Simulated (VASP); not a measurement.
## Pt: single point with PBEsol

The system is Pt.

```
Pt
1.0
    -1.58422    1.58422    1.63175
     1.58422   -1.58422    1.63175
     1.58422    1.58422   -1.63175
Pt
1
Direct
  0.00000 0.00000 0.00000
```

This cell differs from its parent crystal: strain +0.0300 x Voigt [0, 0, 1, 0, 0, 0].

```yaml
Program: VASP 6.6.1
Task: single point
Functional: PBEsol
Potentials_or_basis: VASP PAW PBE potentials, release 64 (Pt)
Cutoff: 520 eV
k_mesh: 22 × 22 × 22
Occupations: gaussian, width 0.15 eV
Spin: no spin polarisation
```

| Quantity | Value |
| --- | --- |
| Pressure | -17.2 GPa |
| Band gap on the k mesh | zero (band 5 reaches 10.39 eV, above the bottom of band 6 at 8.37 eV) |

Stress tensor (GPa, compression positive):
```
-17.97   0.00   0.00
  0.00 -17.97   0.00
  0.00   0.00 -15.55
```

Levels at points of the mesh, in eV from the Fermi level:
```tsv
k point	band 1	band 2	band 3	band 4	band 5	band 6	band 7	band 8	band 9	band 10
(0.00, 0.00, 0.00)	-9.18	-3.36	-3.36	-3.13	-1.06	-0.77	16.74	17.28	17.28	25.97
(0.50, 0.00, 0.00)	-6.26	-4.54	-1.23	-0.61	0.27	0.97	5.90	13.35	15.75	23.53
(0.50, 0.50, 0.00)	-6.22	-4.80	-0.89	-0.52	0.45	1.02	6.14	13.00	15.05	23.60
(0.50, 0.50, 0.50)	-5.73	-5.71	0.45	0.53	0.53	6.97	7.83	7.83	12.17	18.23
```

Wall time 46 s on 1 thread of Intel(R) Xeon(R) 6975P-C (Granite Rapids) (shared host), peak memory 0.27 GiB.

Caveat: the cell differs from its parent crystal (strain +0.0300 x Voigt [0, 0, 1, 0, 0, 0]); the PAW data sets were made with another functional, which shifts forces and pressure a little; spin-orbit coupling is left out, which moves the levels of the heavy elements.
